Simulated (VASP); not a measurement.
Wanted: the native input for a VASP 6.6.1 run.

```yaml
Task: relaxation of cell and atoms
Functional: PBE
Potentials_or_basis: VASP PAW PBE potentials, release 64 (Cs_sv, Si)
Cutoff: 600 eV
k_mesh: 12 × 12 × 6
Occupations: gaussian, width 0.1 eV
Spin: no spin polarisation
Dipole_correction: no
Further_INCAR_settings: ALGO = Fast; EDIFF = 1e-06; IBRION = 2; EDIFFG = -0.01; NSW = 100; ISIF = 3
```

The structure of CsSi3 lies in POSCAR:

```
CsSi3
1.0
    4.0108636289      0.0000000000      0.0000000000
   -2.0054318145      3.4735097938      0.0000000000
    0.0000000000      0.0000000000      7.7306928843
Cs Si
1 3
Direct
    0.0000000000      0.0000000000      0.5000000000
    0.0000000000      0.0000000000      0.0000000000
    0.3333333333      0.6666666667      0.1186425951
    0.6666666667      0.3333333333      0.8813574049
```

The cell was generated, and may not be a known phase.

The input as run:

INCAR

```
PREC = Accurate
ENCUT = 600
EDIFF = 1E-6
ISMEAR = 0
SIGMA = 0.1
LREAL = False
LASPH = True
NELM = 100
ALGO = Fast
ISIF = 3
LWAVE = False
LCHARG = False
GGA = PE
IBRION = 2
NSW = 100
EDIFFG = -0.01
```

KPOINTS

```
Automatic mesh
0
Gamma
  12 12 6
```

Potentials or basis: VASP PAW PBE potentials, release 64 (Cs_sv, Si).

Launch:

```bash
$ cat potpaw_PBE.64/Cs_sv/POTCAR potpaw_PBE.64/Si/POTCAR > POTCAR
$ mpirun -np 1 vasp_std > vasp.out
```

It gave:

```yaml
Relaxed_volume: 27.20 Å³/atom
Relaxed_cell: a = 4.076 Å, b = 4.076 Å, c = 7.561 Å, α = 90.00°, β = 90.00°, γ = 120.00°
Space_group_after_relaxing_to_0.1_Å: P-3m1 (No. 164)
Energy_gained_by_relaxing: 9.8 meV/atom
Ionic_steps: 7
Pressure_after_relaxing: 0.0 GPa
Largest_force_after_relaxing: 0.009 eV/Å
Band_gap_on_the_k_mesh: zero (an odd number of electrons rules out a gap without spin polarisation)
```

Caveat: spin-orbit coupling is left out, which moves the levels of the heavy elements.

Wall time 8.9 min on 1 thread of Oxide Virtual Turin-like Processor, on a shared host, peak memory 0.35 GiB.
